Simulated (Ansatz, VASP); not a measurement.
Two plane-wave programs on Ni

```xyz
1
Lattice="2.3293 0.0000 0.0000 0.0000 2.3293 0.0000 0.0000 0.0000 2.3293" Properties=species:S:1:pos:R:3 pbc="T T T"
Ni    0.0000    0.0000    0.0000
```

Alike in both runs: task electric field gradients; functional PBE; k mesh 16 × 16 × 16; occupations fermi-dirac, width 0.05 eV; non-collinear spin, spin-orbit coupling.

|  | VASP | Ansatz |
| --- | --- | --- |
| version | VASP 6.6.1 | Ansatz 0.2.0 |
| potentials or method | VASP PAW PBE potentials, release 64 (Ni) | PAW with Ansatz's default frozen-core files, fully relativistic files with spin-orbit coupling |
| plane-wave cutoff (eV) | 520 | 420 |
| valence electrons in the cell | 10 | 18 |

Ansatz gave:

- pressure (GPa): 0.1
- net moment per atom (μB): 0.56

Task: Estimate VASP's values.

Result: Pressure (GPa): -0.1; net moment per atom (μB): 0.54.

The functional is the same, so the differences come from potentials, cutoffs and numerics. VASP's potentials hold 10 valence electrons a cell and Ansatz's 18, so a difference there can come from the potentials and not from the codes. Ansatz's warnings: stress scf threshold loose.
